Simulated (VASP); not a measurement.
Set up this calculation in VASP 6.6.1, as the native input.

- Task: relaxation of volume and atoms at fixed shape
- Functional: LDA
- Potentials or basis: VASP PAW LDA potentials, release 64 (Na_pv, Sc_sv)
- Cutoff: 600 eV
- k mesh: 4 × 4 × 4
- Occupations: fermi-dirac, width 0.1 eV
- Spin: no spin polarisation
- Dipole correction: no
- Further INCAR settings: ALGO = Normal; EDIFF = 1e-06; IBRION = 2; EDIFFG = -0.01; NSW = 80; ISIF = 8

The structure of NaSc lies in POSCAR:

```
NaSc
1.0
    5.0150000000      0.0000000000      0.0000000000
    0.0000000000      5.0150000000      0.0000000000
    0.0000000000      0.0000000000      5.0150000000
Na Sc
2 2
Direct
    0.0000000000      0.0000000000      0.0000000000
    0.0000000000      0.5000000000      0.5000000000
    0.5000000000      0.0000000000      0.5000000000
    0.5000000000      0.5000000000      0.0000000000
```

These files were run (other wordings do the same):

INCAR

```
SYSTEM = NaSc
PREC = Accurate ; ENCUT = 600
EDIFF = 1E-6 ; ISMEAR = -1
SIGMA = 0.1 ; LREAL = .FALSE.
LASPH = .TRUE. ; NELM = 100
ALGO = Normal ; ISIF = 8
LWAVE = .FALSE. ; LCHARG = .FALSE.
IBRION = 2 ; NSW = 80
EDIFFG = -0.01
```

KPOINTS

```
regular mesh
0
G
  4 4 4
  0 0 0
```

Potentials or basis: VASP PAW LDA potentials, release 64 (Na_pv, Sc_sv).

Run with:

```sh
$ cat potpaw_LDA.64/Na_pv/POTCAR potpaw_LDA.64/Sc_sv/POTCAR > POTCAR
$ mpirun -np 1 vasp_std > vasp.out
```

It gave:

The relaxed volume is 25.58 Å³/atom and the relaxed cell is a = 4.677 Å, b = 4.677 Å, c = 4.677 Å, α = 90.00°, β = 90.00°, γ = 90.00°. The space group after relaxing (to 0.05 Å) is P4/mmm (No. 123). The energy gained by relaxing is 87.8 meV/atom, the ionic steps are 4 and the pressure after relaxing is 0.1 GPa. The band gap on the k mesh is zero (band 18 reaches 2.48 eV, above the bottom of band 19 at 2.27 eV).

Caveat: the volume moved by over 15 % at a fixed basis, so the end points are rough.

It took 2.2 min on 1 thread of Intel(R) Xeon(R) Platinum 8259CL CPU @ 2.50GHz (Skylake/Cascade Lake) (shared host), peak memory 0.23 GiB.
